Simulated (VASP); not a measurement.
**Cs: single point with LDA**

The system is Cs.

```
Cs
1.0
     5.56631    0.00000    0.00000
    -2.78315    4.82056    0.00000
     0.00000    0.00000    9.25848
Cs
2
Direct
  0.33333 0.66667 0.25000
  0.66667 0.33333 0.75000
```

| Quantity | Value |
| --- | --- |
| Program | VASP 6.6.1 |
| Task | single point |
| Functional | LDA |
| Potentials or basis | VASP PAW LDA potentials, release 64 (Cs_sv) |
| Cutoff | 520 eV |
| k mesh | 2 × 2 × 1 |
| Occupations | gaussian, width 0.1 eV |
| Spin | no spin polarisation |
| Dipole correction | no |
| Further INCAR settings | ALGO = Normal; EDIFF = 1e-06; NBANDS = 16 |

```json
{
 "Pressure": "-0.5 GPa",
 "Band gap on the k mesh": "zero (band 9 reaches 0.12 eV, above the bottom of band 10 at 0.06 eV)"
}
```

Stress tensor (GPa, compression positive):
```
-0.51  0.00  0.00
 0.00 -0.51  0.00
 0.00  0.00 -0.59
```

Levels at points of the mesh, in eV from the Fermi level:
| k point | band 7 | band 8 | band 9 | band 10 | band 11 | band 12 |
| --- | --- | --- | --- | --- | --- | --- |
| (0.00, 0.00, 0.00) | -10.58 | -10.58 | -1.60 | -0.10 | 0.76 | 2.23 |
| (0.50, 0.00, 0.00) | -10.62 | -10.60 | -0.04 | 0.40 | 0.87 | 0.97 |

It took 18 s on 1 thread of AMD EPYC 7R13, with other jobs on the host, peak memory 0.21 GiB.

Caveat: the k points lie up to 0.68 Å⁻¹ apart; spin-orbit coupling is left out, which moves the levels of the heavy elements.
